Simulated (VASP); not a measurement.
# SiAsP3 (P-1) in VASP: single point with PBEsol

Aim: the single point of SiAsP3 with PBEsol.

Program: VASP 6.6.1. These are calculated values, not measurements. Logs are shortened: lines on timing, memory, paths and dates and some standing lists are left out, and cuts for length are marked.

## (1) The cell of the first run

The typed cell holds 10 atoms: a = 6.006 Å, b = 6.104 Å, c = 6.512 Å, α = 91.08°, β = 117.51°, γ = 119.23°.

## (2) Single point, PBEsol

The input, INCAR:

```
SYSTEM = SiAsP3
PREC = Accurate ; ENCUT = 520
EDIFF = 1E-7 ; ISMEAR = -1
SIGMA = 0.03 ; LREAL = .False.
LASPH = .True. ; NELM = 80
ALGO = Normal ; ISIF = 2
LWAVE = .False. ; LCHARG = .False.
GGA = PS ; NBANDS = 35
```

The input, KPOINTS:

```
Automatic mesh
0
Gamma
  4 4 4
  0 0 0
```

The input, POSCAR:

```
SiAsP3
1.0
    6.0054302774     -0.0248169639     -0.0333441413
   -2.9592873092      5.3390551463     -0.0255913311
   -2.9840798762     -1.7674403822      5.5110402624
Si As P
2 2 6
Direct
    0.6963595098      0.8447352256      0.5451886093
    0.3036424009      0.1552671674      0.4548114596
    0.7203565144      0.3570132160      0.0843103651
    0.2796419305      0.6429833887      0.9156903279
    0.8111090935      0.7700784950      0.2593565666
    0.5039091187      0.9598255062      0.7365022508
    0.7770069407      0.5512711760      0.7427640327
    0.2229923290      0.4487298968      0.2572365118
    0.4960891646      0.0401737037      0.2634974435
    0.1888909979      0.2299212246      0.7406434326
```

Potentials or basis: VASP PAW PBE potentials, release 64 (Si, As, P).

On the command line:

```bash
$ cat potpaw_PBE.64/Si/POTCAR potpaw_PBE.64/As/POTCAR potpaw_PBE.64/P/POTCAR > POTCAR
$ mpirun -np 1 vasp_std > vasp.out
```

OUTCAR:

```text
SYSTEM = SiAsP3
   PREC = Accurate
   ENCUT = 520
   EDIFF = 1E-7
   ISMEAR = -1
   LREAL = .False.
   LASPH = .True.
   NELM = 80
   ISIF = 2
   GGA = PS

 ion  position               nearest neighbor table
   1  0.696  0.845  0.545-   7 2.34   6 2.34  10 2.35   5 2.37   8 2.37   9 2.38
   2  0.304  0.155  0.455-   8 2.34   9 2.34   5 2.35  10 2.37   7 2.37   6 2.38
   3  0.720  0.357  0.084-   8 2.42   9 2.43   5 2.44   6 2.59  10 2.59   7 2.62
   4  0.280  0.643  0.916-   7 2.42   6 2.43  10 2.44   9 2.59   5 2.59   8 2.62
   5  0.811  0.770  0.259-   2 2.35   1 2.37   3 2.44   4 2.59
   6  0.504  0.960  0.737-   1 2.34   2 2.38   4 2.43   3 2.59
   7  0.777  0.551  0.743-   1 2.34   2 2.37   4 2.42   3 2.62
   8  0.223  0.449  0.257-   2 2.34   1 2.37   3 2.42   4 2.62
   9  0.496  0.040  0.263-   2 2.34   1 2.38   3 2.43   4 2.59
  10  0.189  0.230  0.741-   1 2.35   2 2.37   4 2.44   3 2.59

  LATTYP: Found a triclinic cell.
 ALAT       =     6.1256499926
 B/A-ratio  =     0.9803978564
 C/A-ratio  =     1.0618534369
 COS(alpha) =     0.0026341478
 COS(beta)  =     0.4697319620
 COS(gamma) =     0.4937332514

  Lattice vectors:

 A1 = (  -3.0461429682,  -5.3142381824,   0.0589354724)
 A2 = (  -6.0054302774,   0.0248169639,   0.0333441413)
 A3 = (  -0.0620630920,  -3.5467978002,  -5.4521047900)

Analysis of symmetry for initial positions (statically):
=====================================================================
 Subroutine PRICEL returns:
 Original cell was already a primitive cell.

 Routine SETGRP: Setting up the symmetry group for a
 triclinic supercell.

 Subroutine GETGRP returns: Found  2 space group operations
 (whereof  2 operations were pure point group operations)
 out of a pool of  2 trial point group operations.

The static configuration has the point symmetry S_2 .

Analysis of symmetry for dynamics (positions and initial velocities):
=====================================================================
 Subroutine PRICEL returns:
 Original cell was already a primitive cell.

 Routine SETGRP: Setting up the symmetry group for a
 triclinic supercell.

 Subroutine GETGRP returns: Found  2 space group operations
 (whereof  2 operations were pure point group operations)
 out of a pool of  2 trial point group operations.

The dynamic configuration has the point symmetry S_2 .

 Subroutine INISYM returns: Found  2 space group operations
 (whereof  2 operations are pure point group operations),
 and found     1 'primitive' translations

----------------------------------------------------------------------------------------

                                     Primitive cell

  volume of cell :     175.3184

  direct lattice vectors                    reciprocal lattice vectors
     6.005430277 -0.024816964 -0.033344141     0.167572392  0.093459226  0.120709155
    -2.959287309  5.339055146 -0.025591331     0.001116261  0.188209990  0.060965069
    -2.984079876 -1.767440382  5.511040262     0.001019068  0.001439449  0.182467388

  length of vectors
     6.005574122  6.104387451  6.511539218     0.226684436  0.197840810  0.182475911

  position of ions in fractional coordinates (direct lattice)
     0.696359510  0.844735226  0.545188609
     0.303642401  0.155267167  0.454811460
     0.720356514  0.357013216  0.084310365
     0.279641930  0.642983389  0.915690328
     0.811109094  0.770078495  0.259356567
     0.503909119  0.959825506  0.736502251
     0.777006941  0.551271176  0.742764033
     0.222992329  0.448729897  0.257236512
     0.496089165  0.040173704  0.263497444
     0.188890998  0.229921225  0.740643433

  ion indices of the primitive-cell ions
   primitive index   ion index
                 1           1
                 2           2
                 3           3
                 4           4
                 5           5
                 6           6
                 7           7
                 8           8
                 9           9
                10          10

----------------------------------------------------------------------------------------

 KPOINTS: Automatic mesh

Automatic generation of k-mesh.
 Grid dimensions read from file:
 generate k-points for:    4    4    4

 Generating k-lattice:

  Cartesian coordinates                     Fractional coordinates (reciprocal lattice)
     0.041893098  0.023364806  0.030177289     0.250000000  0.000000000  0.000000000
     0.000279065  0.047052497  0.015241267    -0.000000000  0.250000000 -0.000000000
     0.000254767  0.000359862  0.045616847     0.000000000  0.000000000  0.250000000

  Length of vectors
     0.056671109  0.049460202  0.045618978

  Shift w.r.t. Gamma in fractional coordinates (k-lattice)
     0.000000000  0.000000000  0.000000000

 Subroutine IBZKPT returns following result:
 ===========================================

 Found     36 irreducible k-points:

 Following reciprocal coordinates:
            Coordinates               Weight
  0.000000  0.000000  0.000000      1.000000
  0.250000 -0.000000  0.000000      2.000000
  0.500000 -0.000000  0.000000      1.000000
  0.000000  0.250000 -0.000000      2.000000
  0.250000  0.250000  0.000000      2.000000
  0.500000  0.250000 -0.000000      2.000000
[... 16 lines left out ...]
 -0.000000 -0.250000  0.250000      2.000000
  0.250000 -0.250000  0.250000      2.000000
 [... further k-points ...]
   k-points           NKPTS =     36   k-points in BZ     NKDIM =     36   number of bands    NBANDS=     35
   number of dos      NEDOS =    301   number of ions     NIONS =     10
   total plane-waves  NPLWV = 110592
   dimension x,y,z NGX =    48 NGY =   48 NGZ =   48
   dimension x,y,z NGXF=    96 NGYF=   96 NGZF=   96
   ions per type =               2   2   6
   NGX,Y,Z   is equivalent  to a cutoff of  13.29, 13.07, 12.25 a.u.
   NGXF,Y,Z  is equivalent  to a cutoff of  26.57, 26.14, 24.51 a.u.
 SYSTEM =  SiAsP3
   PREC   = accura    normal or accurate (medium, high low for compatibility)
   ISTART =      0    job   : 0-new  1-cont  2-samecut
   ICHARG =      2    charge: 1-file 2-atom 10-const
   ISPIN  =      1    spin polarized calculation?
   LNONCOLLINEAR =      F non collinear calculations
   LSORBIT =      F    spin-orbit coupling
   LASPH  =      T    aspherical Exc in radial PAW
   ENCUT  =  520.0 eV  38.22 Ry    6.18 a.u.  11.17 11.35 12.11*2*pi/ulx,y,z
   NELM   =     80;   NELMIN=  2; NELMDL= -5     # of ELM steps
   EDIFF  = 0.1E-06   stopping-criterion for ELM
   LREAL  =      F    real-space projection
   EDIFFG = 0.1E-05   stopping-criterion for IOM
   NSW    =      0    number of steps for IOM
   IBRION =     -1    ionic relax: 0-MD 1-quasi-New 2-CG
   NFREE  =      0    steps in history (QN), initial steepest desc. (CG)
   ISIF   =      2    stress and relaxation
   ISYM   =      2    0-nonsym 1-usesym 2-fastsym
   POTIM  = 0.5000    time-step for ionic-motion
   TEBEG  =    0.0;   TEEND  =   0.0 temperature during run
   PSTRESS=    0.0 pullay stress
   NELECT =      48.0000    total number of electrons
   NUPDOWN=      -1.0000    fix difference up-down
   EMIN   =  10.00;   EMAX   =-10.00  energy-range for DOS
   EFERMI =   0.00;   METHOD = LEGACY
   ISMEAR =    -1;   SIGMA  =   0.03  broadening in eV -4-tet -1-fermi 0-gaus
   EFERMI_NEDOS =   21; number of points for ismear=-14 and -15
   IALGO  =     38    algorithm
   IMIX   =      4    mixing-type and parameters
     AMIX     =   0.40;   BMIX     =  1.00
     AMIX_MAG =   1.60;   BMIX_MAG =  1.00
  volume/ion in A,a.u.               =      17.53       118.31
  Fermi-wavevector in a.u.,A,eV,Ry     =   1.063031  2.008838 15.375071  1.130036
  Thomas-Fermi vector in A             =   2.198502
   LORBIT       =      0    0 simple, 1 ext, 2 COOP (PROOUT), +10 PAW based schemes
   GGA     = PS    functional components
   LHFCALC =     F    Hartree Fock is set to
   AEXX    =    0.0000 exact exchange contribution
   IVDW    =     0    specifies the selected vdW correction
   LEPSILON=     F    determine dielectric tensor
   LRPA    =     F    only Hartree local field effects (RPA)
 non-spin polarized calculation
  energy-cutoff  :      520.00
  volume of cell :      175.32
 maximum number of plane-waves:      4742
 NGX is ok and might be reduce to    48
   NGX = 23   NGY = 23   NGZ = 25

 number of electron      47.9999998 magnetization

 Free energy of the ion-electron system (eV)
  ---------------------------------------------------
  ext. energy  EPLUGINS =         0.00000000
  ---------------------------------------------------
  free energy    TOTEN  =       -53.91602608 eV

  energy without entropy =      -53.90777840  energy(sigma->0) =      -53.91190224

 E-fermi :   7.0012     XC(G=0): -10.4833

 val. band max:        6.9607394809   @ k =  -0.0000   0.5000   0.2500
 cond. band min:       7.0043009824   @ k =  -0.0000   0.2500   0.5000
 fundamental gap:      0.0435615015
 Fermi energy:         7.0012378214

 k-point     1 :       0.0000    0.0000    0.0000
  band No.  band energies     occupation
      1      -8.1728      2.00000
      2      -4.7442      2.00000
      3      -4.3214      2.00000
      4      -4.1348      2.00000
      5      -3.7410      2.00000
      6      -3.6832      2.00000
[... 27 lines left out ...]
     34      11.6778      0.00000
     35      11.8801      0.00000

 k-point     2 :       0.2500   -0.0000    0.0000
  band No.  band energies     occupation
      1      -7.7950      2.00000
      2      -5.4241      2.00000
      3      -5.2323      2.00000
      4      -4.3942      2.00000
      5      -3.9780      2.00000
      6      -3.4198      2.00000
[... 27 lines left out ...]
     34      11.5003      0.00000
     35      12.0590      0.00000

 k-point     3 :       0.5000   -0.0000    0.0000
  band No.  band energies     occupation
      1      -7.0740      2.00000
      2      -6.1448      2.00000
      3      -5.4140      2.00000
      4      -5.4133      2.00000
      5      -4.3247      2.00000
      6      -3.5043      2.00000
[... 27 lines left out ...]
     34      10.9288      0.00000
     35      11.7800      0.00000

 k-point     4 :       0.0000    0.2500   -0.0000
  band No.  band energies     occupation
      1      -7.8752      2.00000
      2      -5.6558      2.00000
      3      -4.8694      2.00000
      4      -4.0200      2.00000
      5      -3.7038      2.00000
      6      -3.2061      2.00000
[... 27 lines left out ...]
     34      11.4624      0.00000
     35      11.6085      0.00000

 k-point     5 :       0.2500    0.2500    0.0000
  band No.  band energies     occupation
      1      -7.1864      2.00000
      2      -6.3763      2.00000
      3      -5.4299      2.00000
      4      -4.8714      2.00000
      5      -3.9372      2.00000
      6      -3.1131      2.00000
[... 638 lines left out ...]
 k-point    22 :      -0.2500    0.5000    0.2500
  band No.  band energies     occupation
      1      -7.1825      2.00000
      2      -6.3732      2.00000
      3      -5.3651      2.00000
      4      -4.9624      2.00000
      5      -4.0259      2.00000
      6      -3.1726      2.00000
[... 27 lines left out ...]
     34      11.0465      0.00000
     35      11.7694      0.00000

 k-point    23 :      -0.0000   -0.2500    0.2500
  band No.  band energies     occupation
      1      -7.8050      2.00000
      2      -5.4413      2.00000
      3      -5.2108      2.00000
      4      -4.4613      2.00000
      5      -3.8681      2.00000
      6      -3.4369      2.00000
[... 27 lines left out ...]
     34      11.5455      0.00000
     35      12.1424      0.00000

 k-point    24 :       0.2500   -0.2500    0.2500
  band No.  band energies     occupation
      1      -7.4972      2.00000
      2      -6.1402      2.00000
      3      -5.5388      2.00000
      4      -4.1377      2.00000
      5      -3.8034      2.00000
      6      -2.9148      2.00000
[... 27 lines left out ...]
     34      11.4841      0.00000
     35      11.7839      0.00000

 [... further k-points ...]
[... 5 lines left out ...]
  --------------------------------------------------------------------------------------
  -------------------------------------------------------------------------------------
  Total        0.1761368      0.1904946      0.1698902     -0.0012448     -0.0025111      0.0033386
  in kB        1.6096568      1.7408683      1.5525712     -0.0113759     -0.0229477      0.0305103
  external PRESSURE =       1.6343654 kB  Pullay stress =       0.0000000 kB

 VOLUME and BASIS-vectors are now :
 -----------------------------------------------------------------------------
  energy-cutoff  :      520.00
  volume of cell :      175.32
      direct lattice vectors                 reciprocal lattice vectors
     6.005430277 -0.024816964 -0.033344141     0.167572392  0.093459226  0.120709155
    -2.959287309  5.339055146 -0.025591331     0.001116261  0.188209990  0.060965069
    -2.984079876 -1.767440382  5.511040262     0.001019068  0.001439449  0.182467388

 POSITION                                       TOTAL-FORCE (eV/Angst)
 -----------------------------------------------------------------------------------
      0.05524      3.52922      2.95972        -0.000924     -0.000488      0.004003
      0.00683      0.01759      2.49239         0.000924      0.000488     -0.004003
      3.01796      1.73922      0.43148        -0.000332     -0.000383      0.001368
     -2.95590      1.80756      5.02063         0.000332      0.000383     -0.001368
      1.81823      3.63297      1.38257         0.000765      0.010146      0.007236
     -2.01199      3.81033      4.01753         0.010923      0.003217     -0.007283
      0.81842      1.61119      4.05339        -0.009555      0.005756     -0.005638
     -0.75637      1.93561      1.39872         0.009555     -0.005756      0.005638
      2.07405     -0.26354      1.43458        -0.010923     -0.003217      0.007283
     -1.75617     -0.08617      4.06953        -0.000765     -0.010146     -0.007236
 -----------------------------------------------------------------------------------
    total drift:                                0.004074      0.003178     -0.001249

  FREE ENERGIE OF THE ION-ELECTRON SYSTEM (eV)
  ---------------------------------------------------
  free  energy   TOTEN  =       -53.9160260777 eV

  energy  without entropy=      -53.9077783974  energy(sigma->0) =      -53.91190224
```

Run time: 6.7 min. Hardware: 1 thread of Intel Xeon 8259CL, shared host; peak memory 0.41 GiB.

Results:

- Free energy: -53.9160 eV
- Pressure: 0.2 GPa
- Largest force: 0.014 eV/Å
- Band gap on the k mesh: zero (bands 24 and 25 overlap by 0.47 eV)

Forces in eV/Å, atoms in the order of the input:
```
Si  -0.001  0.000  0.004
Si   0.001  0.000 -0.004
As   0.000  0.000  0.001
As   0.000  0.000 -0.001
P    0.001  0.010  0.007
P    0.011  0.003 -0.007
P   -0.010  0.006 -0.006
P    0.010 -0.006  0.006
P   -0.011 -0.003  0.007
P   -0.001 -0.010 -0.007
```

Caveat: the PAW data sets were made with another functional, which shifts forces and pressure a little.
